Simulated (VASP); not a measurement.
A run of VASP 6.6.1 is set up as follows.

Contents of INCAR:

```
PREC = Accurate
ENCUT = 520
EDIFF = 1E-6
ISMEAR = -1
SIGMA = 0.1
LREAL = False
LASPH = True
NELM = 100
ALGO = Normal
ISIF = 2
LWAVE = False
LCHARG = False
GGA = PS
NBANDS = 10
```

File KPOINTS:

```
regular mesh
0
Gamma
  11 11 11
```

File POSCAR:

```
I
1.0
    3.3240297067      0.0000000000      0.0000000000
    0.0000000000      3.3240297067      0.0000000000
    0.0000000000      0.0000000000      3.3240297067
I
1
Direct
    0.0000000000      0.0000000000      0.0000000000
```

Potentials or basis: VASP PAW PBE potentials, release 64 (I).

Launch:

```sh
$ cat potpaw_PBE.64/I/POTCAR > POTCAR
$ mpirun -np 1 vasp_std > vasp.out
```

Task: Estimate the pressure.

Result: 1.7 GPa.

Caveat: the PAW data sets were made with another functional, which shifts forces and pressure a little; an odd number of electrons without spin polarisation forces a metal; a magnetic or distorted state may lie lower.
